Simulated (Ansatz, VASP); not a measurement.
## Au in VASP and in Ansatz

```xyz
1
Lattice="0.0000 2.0788 2.0788 2.0788 0.0000 2.0788 2.0788 2.0788 0.0000" Properties=species:S:1:pos:R:3 pbc="T T T"
Au    0.0000    0.0000    0.0000
```

Alike in both runs: functional PBE; k mesh 34 × 34 × 34; occupations gaussian, width 0.1 eV; no spin polarisation.

Ansatz relaxed the structure, and its values are those at the end. VASP's run is a single point on that final structure, the one shown.

|  | VASP | Ansatz |
| --- | --- | --- |
| version | VASP 6.6.1 | Ansatz 0.2.0 |
| potentials or method | VASP PAW PBE potentials, release 64 (Au) | scalar-relativistic, plane waves, PAW |
| plane-wave cutoff (eV) | 500 | 420 |
| valence electrons in the cell | 11 | 19 |

VASP gave:

| Item | Value |
| --- | --- |
| gap on the k mesh at the Fermi level (eV) | none |
| pressure (GPa) | -0.2 |

Problem. Estimate Ansatz's values.

Solution. gap on the k mesh at the Fermi level (eV): none; pressure (GPa): 0.0.

A gap of «none» marks a metal or a gap that the smearing closes. VASP's potentials hold 11 valence electrons a cell and Ansatz's 19, so a difference there can come from the potentials and not from the codes.

Spin-orbit coupling is off throughout.
